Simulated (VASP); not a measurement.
Wanted: the native input for a VASP 6.6.1 run.

* Task: single point
* Functional: PBE
* Potentials or basis: VASP PAW PBE potentials, release 64 (C, H)
* Cutoff: 520 eV
* k mesh: 2 × 2 × 1
* Occupations: gaussian, width 0.05 eV
* Spin: collinear spin
* Starting moments: [0.0, 0.09, 0.0, 0.09, 0.0, 0.0, 0.0, 0.08, 0.0, 0.09, 0.0, 0.08, 0.0, 0.08, 0.0, 0.0, 0.0, 0.0, 0.0] μB
* Dipole correction: no
* Further INCAR settings: LREAL = Auto; ALGO = Normal; EDIFF = 1e-07; NBANDS = 56

The structure of HC18 lies in POSCAR:

```
HC18
1.0
    7.3980000000      0.0000000000      0.0000000000
   -3.6990000000      6.4068560000      0.0000000000
    0.0000000000      0.0000000000     12.0000000000
C H
18 1
Direct
   -0.0006106706      0.0005302133      0.0819341667
    0.2210790365      0.1114181433      0.0793385833
   -0.0005291460      0.3349046709      0.0829205000
    0.2214527206      0.4458670524      0.0823344167
    0.0001967067      0.6692685149      0.0817150000
    0.2219781946      0.7799152970      0.0803908333
    0.3326837949      0.0013292011      0.0800210000
    0.5543781755      0.1114151777      0.0793232500
    0.3317871446      0.3328089472      0.0782818333
    0.5508810376      0.4377293637      0.0754759167
    0.3331152135      0.6692677344      0.0817455000
    0.5525226029      0.7810514237      0.0844887500
    0.6651808207      0.0005270916      0.0819360000
    0.8884961531      0.1129574319      0.0829020833
    0.6650584117      0.3328045768      0.0782505000
    0.8884471729      0.4458659598      0.0823029167
    0.6638929976      0.6637338189      0.1034135833
    0.8925783691      0.7810586035      0.0844524167
    0.6408236731      0.6173815987      0.1937721667
```

These files were run (other wordings do the same):

INCAR

```
PREC = Accurate
ENCUT = 520
EDIFF = 1E-7
ISMEAR = 0
SIGMA = 0.05
LREAL = Auto
LASPH = T
NELM = 150
ALGO = Normal
ISIF = 2
LWAVE = F
LCHARG = F
ISPIN = 2
MAGMOM = 0 0.09 0 0.09 0 0 0 0.08 0 0.09 0 0.08 0 0.08 0 0 0 0 0
LORBIT = 11
GGA = PE
NBANDS = 56
```

KPOINTS

```
regular mesh
0
Gamma
  2 2 1
```

Potentials or basis: VASP PAW PBE potentials, release 64 (C, H).

Launch:

```console
$ cat potpaw_PBE.64/C/POTCAR potpaw_PBE.64/H/POTCAR > POTCAR
$ mpirun -np 1 vasp_std > vasp.out
```

Results of the run:

The largest force is 0.777 eV/Å, the net moment is -0.08 μB per cell and the valence electrons inside the program's atomic spheres are C 2.66, 2.65, 2.64, 2.67 (each value once); H 0.63.

Caveat: the k points lie up to 0.49 Å⁻¹ apart; there is no dipole correction, which matters where the two faces differ.

Run time: 23 min on 1 thread of Oxide Virtual Turin-like Processor, with other jobs on the host, peak memory 0.85 GiB.
